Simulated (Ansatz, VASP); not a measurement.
One calculation of CdS, two programs

```
CELL_PARAMETERS angstrom
0.00000 2.91650 2.91650
2.91650 0.00000 2.91650
2.91650 2.91650 0.00000
ATOMIC_POSITIONS crystal
Cd 0.00000 0.00000 0.00000
S 0.75000 0.75000 0.75000
```

Alike in both runs: functional LDA; k mesh 6 × 6 × 6; occupations fermi-dirac, width 0.05 eV; non-collinear spin, spin-orbit coupling.

|  | VASP | Ansatz |
| --- | --- | --- |
| version | VASP 6.6.1 | Ansatz 0.2.0 |
| potentials or method | VASP PAW LDA potentials, release 64 (Cd, S), cutoff 520 eV | all-electron LAPW, relativistic spinors |
| task | single point | band structure |

|  | VASP | Ansatz | Ansatz less VASP |
| --- | --- | --- | --- |
| pressure (GPa) | -2.0 | -2.5 | -0.46 |

LDA's correlation is that of Perdew and Zunger in VASP and of Perdew and Wang (1992) in Ansatz. Ansatz ran all-electron here, and VASP with PAW potentials.
